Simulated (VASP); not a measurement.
Wanted: the native input for a VASP 6.6.1 run.

* Task: single point
* Functional: PBEsol
* Dispersion: D3(BJ)
* Potentials or basis: VASP PAW PBE potentials, release 64 (Ga_d)
* Cutoff: 520 eV
* k mesh: 10 × 10 × 10
* Occupations: fermi-dirac, width 0.05 eV
* Spin: no spin polarisation
* Dipole correction: no
* Further INCAR settings: ALGO = Normal; EDIFF = 1e-06; NBANDS = 12

The structure of Ga lies in POSCAR:

```
Ga
1.0
    2.6181118343      0.0000000000      0.0000000000
    0.0000000000      2.6181118343      0.0000000000
    0.0000000000      0.0000000000      2.6181118343
Ga
1
Direct
    0.0000000000      0.0000000000      0.0000000000
```

One way to write it, as run:

INCAR

```
SYSTEM = Ga
PREC = Accurate
ENCUT = 520
EDIFF = 1E-6
ISMEAR = -1
SIGMA = 0.05
LREAL = .FALSE.
LASPH = .TRUE.
NELM = 80
ALGO = Normal
ISIF = 2
LWAVE = .FALSE.
LCHARG = .FALSE.
GGA = PS
IVDW = 12
NBANDS = 12
```

KPOINTS

```
Automatic mesh
0
G
  10 10 10
  0 0 0
```

Potentials or basis: VASP PAW PBE potentials, release 64 (Ga_d).

The run is started by

```console
$ cat potpaw_PBE.64/Ga_d/POTCAR > POTCAR
$ mpirun -np 1 vasp_std > vasp.out
```

It gave:

- Pressure: 0.0 GPa
- Dispersion energy per atom: -0.314 eV

Caveat: the PAW data sets were made with another functional, which shifts forces and pressure a little; pairwise dispersion overbinds metals, which lowers pressure and volume.

Run time: 5.1 s on 1 thread of Intel Xeon 6975P-C, with other jobs on the host, peak memory 0.14 GiB.
